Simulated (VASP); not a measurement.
**BaZrO3: single point with PBEsol**

BaZrO3:

```xyz
5
Lattice="4.1807 0.0000 0.0000 0.0000 4.1807 0.0000 0.0000 0.0000 4.1807" Properties=species:S:1:pos:R:3 pbc="T T T"
Ba    0.0000    0.0000    0.0000
Zr    2.0904    2.0904    2.0904
O     2.0904    2.0904    0.0000
O     0.0000    2.0904    2.0904
O     2.0904    0.0000    2.0904
```

* Program: VASP 6.6.1
* Task: single point
* Functional: PBEsol
* Potentials or basis: VASP PAW PBE potentials, release 64 (Ba_sv, Zr_sv, O_h)
* Cutoff: 1340 eV
* k mesh: 6 × 6 × 6
* Occupations: gaussian, width 0.02 eV
* Spin: no spin polarisation
* Dipole correction: no
* Further INCAR settings: ALGO = Normal; EDIFF = 1e-06; NBANDS = 28

```
Pressure               : 1.0 GPa
Band gap on the k mesh : 3.13 eV (least direct gap 3.34 eV)
```

Levels at points of the mesh, in eV from the valence-band top:
| k point | band 18 | band 19 | band 20 | band 21 | band 22 | band 23 |
| --- | --- | --- | --- | --- | --- | --- |
| (0.00, 0.00, 0.00) | -0.21 | -0.21 | -0.21 | 3.13 | 3.13 | 3.13 |
| (0.50, 0.00, 0.00) | -1.74 | -0.44 | -0.44 | 3.59 | 5.74 | 5.74 |
| (0.50, 0.50, 0.00) | -0.94 | -0.77 | -0.08 | 5.70 | 5.70 | 6.47 |
| (0.50, 0.50, 0.50) | 0.00 | 0.00 | 0.00 | 5.94 | 5.94 | 5.94 |

It took 3 min on 1 thread of Intel(R) Xeon(R) Platinum 8259CL CPU @ 2.50GHz (Skylake/Cascade Lake), on a shared host, peak memory 0.45 GiB.

Caveat: the PAW data sets were made with another functional, which shifts forces and pressure a little; spin-orbit coupling is left out, which moves the levels of the heavy elements. A k mesh can miss the band edges.
